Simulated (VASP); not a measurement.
Set up this calculation in VASP 6.6.1, as the native input.

* Task: single point
* Functional: PBE
* Potentials or basis: VASP PAW PBE potentials, release 64 (La)
* Cutoff: 520 eV
* k mesh: 12 × 12 × 12
* Occupations: fermi-dirac, width 0.1 eV
* Spin: no spin polarisation
* Dipole correction: no
* Further INCAR settings: ALGO = Normal; EDIFF = 1e-07; NBANDS = 12

The structure of La lies in POSCAR:

```
La
1.0
   -2.0291471617      2.0291471617      2.0291471617
    2.0291471617     -2.0291471617      2.0291471617
    2.0291471617      2.0291471617     -2.0291471617
La
1
Direct
    0.0000000000      0.0000000000      0.0000000000
```

This cell differs from its parent crystal: volume scaled by 0.88.

The input as run:

INCAR

```
SYSTEM = La
PREC     = Accurate       ! precision mode
ENCUT    = 520            ! plane-wave cutoff, eV
EDIFF    = 1E-7           ! SCF threshold, eV
ISMEAR   = -1             ! smearing method
SIGMA    = 0.1            ! smearing width, eV
LREAL    = .FALSE.        ! projectors in reciprocal space
LASPH    = .TRUE.         ! aspherical terms in the spheres
NELM     = 100            ! most SCF steps
ALGO     = Normal         ! electronic algorithm
ISIF     = 2              ! what is computed and relaxed
LWAVE    = .FALSE.        ! write WAVECAR
LCHARG   = .TRUE.         ! write CHGCAR
GGA      = PE             ! functional
LELF     = .TRUE.         ! ELF
LVHAR    = .TRUE.       
NBANDS   = 12             ! bands
```

KPOINTS

```
regular mesh
0
G
  12 12 12
  0 0 0
```

Potentials or basis: VASP PAW PBE potentials, release 64 (La).

Launch:

```bash
$ cat potpaw_PBE.64/La/POTCAR > POTCAR
$ mpirun -np 1 vasp_std > vasp.out
```

It gave:

The pressure is 4.0 GPa.

It took 40 s on 1 thread of Intel(R) Xeon(R) Platinum 8375C CPU @ 2.90GHz (Ice Lake), with other jobs on the host, peak memory 0.19 GiB.
